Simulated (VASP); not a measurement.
# Rh (Fm-3m) in VASP: notebook

Rh is run at these levels: HSE06; tasks: single point.

All numbers are computed with VASP 6.6.1; they aren't measurements. Logs are shortened: lines on timing, memory, paths and dates and some standing lists are left out, and cuts for length are marked.

### 1 The cell of the first run

It takes space group Fm-3m (No. 225, cubic). Conventional cell: a = 3.880 Å, b = 3.880 Å, c = 3.880 Å, α = 90.00°, β = 90.00°, γ = 90.00°. Within 3.6 Å of Rh (site symmetry m-3m) lie 12 Rh at 2.74 Å.

### 2 Single point, HSE06

Input file POSCAR:

```
Rh
1.0
    0.0000000000      1.9402002583      1.9402002583
    1.9402002583      0.0000000000      1.9402002583
    1.9402002583      1.9402002583      0.0000000000
Rh
1
Direct
    0.0000000000      0.0000000000      0.0000000000
```

Input file INCAR.step1:

```
PREC     = Accurate       # precision mode
ENCUT    = 460            # plane-wave cutoff, eV
EDIFF    = 1E-5           # SCF threshold, eV
ISMEAR   = -1             # smearing method
SIGMA    = 0.1            # smearing width, eV
LREAL    = False          # projectors in reciprocal space
LASPH    = True           # aspherical terms in the spheres
NELM     = 120            # most SCF steps
ALGO     = Normal         # electronic algorithm
ISIF     = 2              # what is computed and relaxed
LWAVE    = True           # write WAVECAR
GGA      = PE             # functional
NBANDS   = 14             # bands
GGA_COMPAT= False
```

Input file INCAR.step2:

```
PREC     = Accurate       # precision mode
ENCUT    = 460            # plane-wave cutoff, eV
EDIFF    = 1E-6           # SCF threshold, eV
ISMEAR   = -1             # smearing method
SIGMA    = 0.1            # smearing width, eV
LREAL    = False          # projectors in reciprocal space
LASPH    = True           # aspherical terms in the spheres
NELM     = 120            # most SCF steps
ALGO     = Normal         # electronic algorithm
ISIF     = 2              # what is computed and relaxed
LWAVE    = False          # write WAVECAR
LCHARG   = True           # write CHGCAR
GGA      = PE             # functional
LHFCALC  = True           # exact exchange
HFSCREEN = 0.2079         # screening, 1/A
PRECFOCK = Normal       
LELF     = True           # ELF
LVHAR    = True         
ISTART   = 1            
NBANDS   = 14             # bands
GGA_COMPAT= False
```

Input file KPOINTS:

```
Automatic mesh
0
Gamma
  6 6 6
```

Potentials or basis: VASP PAW PBE potentials, release 64 (Rh_sv_GW).

Run with:

```sh
cat potpaw_PBE.64/Rh_sv_GW/POTCAR > POTCAR
cp INCAR.step1 INCAR
mpirun -np 1 vasp_std > vasp.out
cp INCAR.step2 INCAR
mpirun -np 1 vasp_std > vasp.out
```

OUTCAR:

```text
PREC = Accurate
   ENCUT = 460
   EDIFF = 1E-6
   ISMEAR = -1
   LREAL = False
   LASPH = True
   NELM = 120
   ISIF = 2
   GGA = PE
   LHFCALC = True
   HFSCREEN = 0.2079
   PRECFOCK = Normal
   ISTART = 1

 ion  position               nearest neighbor table
   1  0.000  0.000  0.000-

  LATTYP: Found a face centered cubic cell.
 ALAT       =     3.8804005166

  Lattice vectors:

 A1 = (   0.0000000000,   1.9402002583,   1.9402002583)
 A2 = (   1.9402002583,   0.0000000000,   1.9402002583)
 A3 = (   1.9402002583,   1.9402002583,   0.0000000000)

Analysis of symmetry for initial positions (statically):
=====================================================================
 Subroutine PRICEL returns:
 Original cell was already a primitive cell.

 Routine SETGRP: Setting up the symmetry group for a
 face centered cubic supercell.

 Subroutine GETGRP returns: Found 48 space group operations
 (whereof 48 operations were pure point group operations)
 out of a pool of 48 trial point group operations.

The static configuration has the point symmetry O_h .

Analysis of symmetry for dynamics (positions and initial velocities):
=====================================================================
 Subroutine PRICEL returns:
 Original cell was already a primitive cell.

 Routine SETGRP: Setting up the symmetry group for a
 face centered cubic supercell.

 Subroutine GETGRP returns: Found 48 space group operations
 (whereof 48 operations were pure point group operations)
 out of a pool of 48 trial point group operations.

The dynamic configuration has the point symmetry O_h .

 Subroutine INISYM returns: Found 48 space group operations
 (whereof 48 operations are pure point group operations),
 and found     1 'primitive' translations

----------------------------------------------------------------------------------------

                                     Primitive cell

  volume of cell :      14.6073

  direct lattice vectors                    reciprocal lattice vectors
     0.000000000  1.940200258  1.940200258    -0.257705357  0.257705357  0.257705357
     1.940200258  0.000000000  1.940200258     0.257705357 -0.257705357  0.257705357
     1.940200258  1.940200258  0.000000000     0.257705357  0.257705357 -0.257705357

  length of vectors
     2.743857519  2.743857519  2.743857519     0.446358772  0.446358772  0.446358772

  position of ions in fractional coordinates (direct lattice)
     0.000000000  0.000000000  0.000000000

  ion indices of the primitive-cell ions
   primitive index   ion index
                 1           1

----------------------------------------------------------------------------------------

 KPOINTS: Automatic mesh

Automatic generation of k-mesh.
 Grid dimensions read from file:
 generate k-points for:    6    6    6

 Generating k-lattice:

  Cartesian coordinates                     Fractional coordinates (reciprocal lattice)
    -0.042950893  0.042950893  0.042950893     0.166666667  0.000000000  0.000000000
     0.042950893 -0.042950893  0.042950893     0.000000000  0.166666667  0.000000000
     0.042950893  0.042950893 -0.042950893     0.000000000  0.000000000  0.166666667

  Length of vectors
     0.074393129  0.074393129  0.074393129

  Shift w.r.t. Gamma in fractional coordinates (k-lattice)
     0.000000000  0.000000000  0.000000000

 Subroutine IBZKPT returns following result:
 ===========================================

 Found     16 irreducible k-points:

 Following reciprocal coordinates:
            Coordinates               Weight
  0.000000  0.000000  0.000000      1.000000
  0.166667  0.000000  0.000000      8.000000
  0.333333  0.000000  0.000000      8.000000
  0.500000  0.000000  0.000000      4.000000
  0.166667  0.166667  0.000000      6.000000
  0.333333  0.166667  0.000000     24.000000
[... 8 lines left out ...]
 -0.333333  0.333333  0.166667     24.000000
 -0.333333  0.500000  0.166667     12.000000
   k-points           NKPTS =     16   k-points in BZ     NKDIM =    216   number of bands    NBANDS=     14
   number of dos      NEDOS =    301   number of ions     NIONS =      1
   total plane-waves  NPLWV =   8000
   dimension x,y,z NGX =    20 NGY =   20 NGZ =   20
   dimension x,y,z NGXF=    40 NGYF=   40 NGZF=   40
   ions per type =               1
   NGX,Y,Z   is equivalent  to a cutoff of  12.12, 12.12, 12.12 a.u.
   NGXF,Y,Z  is equivalent  to a cutoff of  24.24, 24.24, 24.24 a.u.
 SYSTEM =  unknown system
   PREC   = accura    normal or accurate (medium, high low for compatibility)
   ISTART =      1    job   : 0-new  1-cont  2-samecut
   ICHARG =      0    charge: 1-file 2-atom 10-const
   ISPIN  =      1    spin polarized calculation?
   LNONCOLLINEAR =      F non collinear calculations
   LSORBIT =      F    spin-orbit coupling
   LASPH  =      T    aspherical Exc in radial PAW
   ENCUT  =  460.0 eV  33.81 Ry    5.81 a.u.   4.80  4.80  4.80*2*pi/ulx,y,z
   NELM   =    120;   NELMIN=  2; NELMDL=  0     # of ELM steps
   EDIFF  = 0.1E-05   stopping-criterion for ELM
   LREAL  =      F    real-space projection
   EDIFFG = 0.1E-04   stopping-criterion for IOM
   NSW    =      0    number of steps for IOM
   IBRION =     -1    ionic relax: 0-MD 1-quasi-New 2-CG
   NFREE  =      0    steps in history (QN), initial steepest desc. (CG)
   ISIF   =      2    stress and relaxation
   ISYM   =      3    0-nonsym 1-usesym 2-fastsym
   POTIM  = 0.5000    time-step for ionic-motion
   TEBEG  =    0.0;   TEEND  =   0.0 temperature during run
   PSTRESS=    0.0 pullay stress
   NELECT =      17.0000    total number of electrons
   NUPDOWN=      -1.0000    fix difference up-down
   EMIN   =  10.00;   EMAX   =-10.00  energy-range for DOS
   EFERMI =   0.00;   METHOD = LEGACY
   ISMEAR =    -1;   SIGMA  =   0.10  broadening in eV -4-tet -1-fermi 0-gaus
   EFERMI_NEDOS =   21; number of points for ismear=-14 and -15
   IALGO  =     38    algorithm
   IMIX   =      1    mixing-type and parameters
     AMIX     =   0.40;   BMIX     =  1.00
     AMIX_MAG =   1.60;   BMIX_MAG =  1.00
  volume/ion in A,a.u.               =      14.61        98.57
  Fermi-wavevector in a.u.,A,eV,Ry     =   1.722006  3.254119 40.345405  2.965304
  Thomas-Fermi vector in A             =   2.798151
   LORBIT       =      0    0 simple, 1 ext, 2 COOP (PROOUT), +10 PAW based schemes
   GGA     = PE    functional components
   LHFCALC =     T    Hartree Fock is set to
   PRECFOCK=normal    Normal, Fast or Accurate (Low or Medium for compatibility)
   ENCUT4O =  -1.0   cutoff for four orbital integrals eV
   NKREDX  =     1    reduce k-point grid by
   NKREDY  =     1    reduce k-point grid by
   NKREDZ  =     1    reduce k-point grid by
   AEXX    =    0.2500 exact exchange contribution
   HFSCREEN=    0.2079 screening length (either q_TF or 0.3 A-1)
   HFSCREENC=   0.2079 screening length for correlation (either q_TF or 0.3 A-1)
   ENCUTFOCK=  -1.0 apply spherical cutoff to Coloumb kernel
   IVDW    =     0    specifies the selected vdW correction
   LEPSILON=     F    determine dielectric tensor
   LRPA    =     F    only Hartree local field effects (RPA)
 non-spin polarized calculation
  energy-cutoff  :      460.00
  volume of cell :       14.61
 maximum number of plane-waves:       342
  NGX = 16; NGY = 16; NGZ = 16

 number of electron      17.0000004 magnetization

 Free energy of the ion-electron system (eV)
  ---------------------------------------------------
  ext. energy  EPLUGINS =         0.00000000
  ---------------------------------------------------
  free energy    TOTEN  =        -6.26833249 eV

  energy without entropy =       -6.20622686  energy(sigma->0) =       -6.23727968

 E-fermi :   9.2294     XC(G=0): -11.1389

 val. band max:        9.1591573811   @ k =   0.3333   0.3333   0.0000
 cond. band min:       9.3134161671   @ k =   0.3333   0.1667   0.0000
 fundamental gap:      0.1542587860
 Fermi energy:         9.2293822877

 k-point     1 :       0.0000    0.0000    0.0000
  band No.  band energies     occupation
      1     -73.7672      2.00000
      2     -39.8413      2.00000
      3     -39.8413      2.00000
      4     -39.8413      2.00000
      5       1.2229      2.00000
      6       6.0868      2.00000
      7       6.0868      2.00000
      8       6.0868      2.00000
      9       7.9202      2.00000
     10       7.9202      2.00000
     11      26.3649      0.00000
     12      31.6240      0.00000
     13      31.6240      0.00000
     14      31.6240      0.00000

 k-point     2 :       0.1667    0.0000    0.0000
  band No.  band energies     occupation
      1     -73.7416      2.00000
      2     -40.0238      2.00000
      3     -39.8687      2.00000
      4     -39.8687      2.00000
      5       2.2941      2.00000
      6       5.8041      2.00000
      7       6.4064      2.00000
      8       6.4064      2.00000
      9       7.9095      2.00000
     10       7.9095      2.00000
     11      27.4693      0.00000
     12      28.0333      0.00000
     13      33.0863      0.00000
     14      33.0863      0.00000

 k-point     3 :       0.3333    0.0000    0.0000
  band No.  band energies     occupation
      1     -73.6900      2.00000
      2     -40.3868      2.00000
      3     -39.9235      2.00000
      4     -39.9235      2.00000
      5       3.2053      2.00000
      6       6.1236      2.00000
      7       6.1236      2.00000
      8       7.5540      2.00000
      9       9.0846      1.61936
     10       9.0846      1.61936
     11      22.5934      0.00000
     12      27.0246      0.00000
     13      33.5847      0.00000
     14      33.5847      0.00000

 k-point     4 :       0.5000    0.0000    0.0000
  band No.  band energies     occupation
      1     -73.6641      2.00000
      2     -40.5633      2.00000
      3     -39.9504      2.00000
      4     -39.9504      2.00000
      5       3.0006      2.00000
      6       5.8297      2.00000
      7       5.8297      2.00000
      8      10.0225      0.00072
      9      10.0225      0.00072
     10      10.4947      0.00001
     11      18.7066      0.00000
     12      25.8762      0.00000
     13      31.3800      0.00000
     14      31.3800      0.00000

 k-point     5 :       0.1667    0.1667    0.0000
  band No.  band energies     occupation
      1     -73.7331      2.00000
      2     -40.0203      2.00000
      3     -39.9107      2.00000
      4     -39.9107      2.00000
      5       2.6505      2.00000
      6       5.2139      2.00000
      7       6.9291      2.00000
      8       6.9291      2.00000
      9       7.1672      2.00000
     10       8.3359      1.99974
     11      28.2595      0.00000
[... 140 lines left out ...]
 k-point    14 :       0.5000    0.3333    0.1667
  band No.  band energies     occupation
      1     -73.6560      2.00000
      2     -40.3833      2.00000
      3     -40.1412      2.00000
      4     -40.0121      2.00000
      5       4.3899      2.00000
      6       4.5717      2.00000
      7       5.8261      2.00000
      8       8.2014      1.99993
      9       9.0606      1.68785
     10      13.0642      0.00000
     11      23.5861      0.00000
     12      24.2276      0.00000
     13      27.1905      0.00000
     14      33.6719      0.00000

 k-point    15 :      -0.3333    0.3333    0.1667
  band No.  band energies     occupation
      1     -73.6387      2.00000
      2     -40.4046      2.00000
      3     -40.2278      2.00000
      4     -40.0524      2.00000
      5       4.3902      2.00000
      6       4.7531      2.00000
      7       5.9584      2.00000
      8       7.6036      2.00000
      9      10.0014      0.00089
     10      17.1347      0.00000
     11      18.6661      0.00000
     12      24.6904      0.00000
     13      25.0789      0.00000
     14      32.8511      0.00000

 k-point    16 :      -0.3333    0.5000    0.1667
  band No.  band energies     occupation
      1     -73.6303      2.00000
      2     -40.4229      2.00000
      3     -40.2177      2.00000
      4     -40.1193      2.00000
      5       3.5407      2.00000
      6       4.1670      2.00000
      7       7.1064      2.00000
      8       8.3436      1.99972
      9      10.6290      0.00000
     10      17.2979      0.00000
     11      21.5760      0.00000
     12      21.7727      0.00000
     13      22.8415      0.00000
     14      34.2993      0.00000

------------------------ aborting loop because EDIFF is reached ----------------------------------------

  FORCE on cell =-STRESS in cart. coord.  units (eV):
  Direction    XX          YY          ZZ          XY          YZ          ZX
  --------------------------------------------------------------------------------------
  -------------------------------------------------------------------------------------
  Total       -1.8485511     -1.8485511     -1.8485511     -0.0000000     -0.0000000      0.0000000
  in kB     -202.7553777   -202.7553777   -202.7553777     -0.0000000     -0.0000000      0.0000000
  external PRESSURE =    -202.7553777 kB  Pullay stress =       0.0000000 kB

 VOLUME and BASIS-vectors are now :
 -----------------------------------------------------------------------------
  energy-cutoff  :      460.00
  volume of cell :       14.61
      direct lattice vectors                 reciprocal lattice vectors
     0.000000000  1.940200258  1.940200258    -0.257705357  0.257705357  0.257705357
     1.940200258  0.000000000  1.940200258     0.257705357 -0.257705357  0.257705357
     1.940200258  1.940200258  0.000000000     0.257705357  0.257705357 -0.257705357

 POSITION                                       TOTAL-FORCE (eV/Angst)
 -----------------------------------------------------------------------------------
      0.00000      0.00000      0.00000         0.000000      0.000000      0.000000
 -----------------------------------------------------------------------------------
    total drift:                               -0.000000     -0.000001     -0.000001

  FREE ENERGIE OF THE ION-ELECTRON SYSTEM (eV)
  ---------------------------------------------------
  free  energy   TOTEN  =        -6.2683324933 eV

  energy  without entropy=       -6.2062268632  energy(sigma->0) =       -6.23727968
```

It took 19 min on 1 thread of Intel Xeon Platinum 8259CL at 2.50GHz (Skylake/Cascade Lake), shared host; peak memory 0.23 GiB.

What came out:

```yaml
Free_energy: -6.2683 eV
Pressure: -20.3 GPa
Band_gap_on_the_k_mesh: zero (an odd number of electrons rules out a gap without spin polarisation)
```

Caveat: the k points lie up to 0.47 Å⁻¹ apart, too coarse for converged energies and pressures of a metal; the PAW data sets were made with another functional, which shifts forces and pressure a little.

### 3 Single point, HSE06

This run uses another cell than the first one, of 13.76 Å³/atom.

Input file POSCAR:

```
Rh
1.0
    0.0000000000      1.9021472637      1.9021472637
    1.9021472637      0.0000000000      1.9021472637
    1.9021472637      1.9021472637      0.0000000000
Rh
1
Direct
    0.0000000000      0.0000000000      0.0000000000
```

Input file INCAR.step1:

```
SYSTEM = Rh
ALGO = Normal ; EDIFF = 1E-5
ENCUT = 460 ; GGA = PE
GGA_COMPAT = .False. ; ISIF = 2
ISMEAR = -1 ; LASPH = .True.
LCHARG = .False. ; LREAL = .False.
LWAVE = .True. ; NBANDS = 14
NELM = 120 ; PREC = Accurate
SIGMA = 0.1
```

Input file INCAR.step2:

```
SYSTEM = Rh
ALGO = Normal ; EDIFF = 1E-6
ENCUT = 460 ; GGA = PE
GGA_COMPAT = .False. ; HFSCREEN = 0.2079
ISIF = 2 ; ISMEAR = -1
ISTART = 1 ; LASPH = .True.
LCHARG = .False. ; LHFCALC = .True.
LREAL = .False. ; LWAVE = .False.
NBANDS = 14 ; NELM = 120
PREC = Accurate ; PRECFOCK = Normal
SIGMA = 0.1
```

Input file KPOINTS:

```
k-points
0
Gamma
  6 6 6
  0 0 0
```

Potentials or basis: VASP PAW PBE potentials, release 64 (Rh_sv_GW).

Run with:

```sh
cat potpaw_PBE.64/Rh_sv_GW/POTCAR > POTCAR
cp INCAR.step1 INCAR
mpirun -np 1 vasp_std > vasp.out
cp INCAR.step2 INCAR
mpirun -np 1 vasp_std > vasp.out
```

Wall time 16 min (1 thread of Intel Xeon Platinum 8259CL at 2.50GHz (Skylake/Cascade Lake), shared host); peak memory 0.24 GiB.

The run converged. Its results:

```yaml
Free_energy: -6.3258 eV
Pressure: -7.2 GPa
Band_gap_on_the_k_mesh: zero (an odd number of electrons rules out a gap without spin polarisation)
```

Levels at points of the mesh, in eV from the Fermi level:
```tsv
k point	band 4	band 5	band 6	band 7	band 8	band 9	band 10	band 11	band 12	band 13
(0.00, 0.00, 0.00)	-49.18	-8.47	-3.44	-3.44	-3.44	-1.37	-1.37	17.13	22.69	22.69
(0.50, 0.00, 0.00)	-49.30	-6.74	-3.69	-3.69	0.88	0.88	1.20	10.11	16.66	22.69
(0.50, 0.50, 0.00)	-49.51	-7.14	-6.63	0.48	1.48	1.48	3.97	13.81	14.66	14.66
```

Caveat: the k points lie up to 0.48 Å⁻¹ apart, too coarse for converged energies and pressures of a metal; the PAW data sets were made with another functional, which shifts forces and pressure a little.

The gap in the log of VASP goes by the Fermi energy; the results here count the filled bands.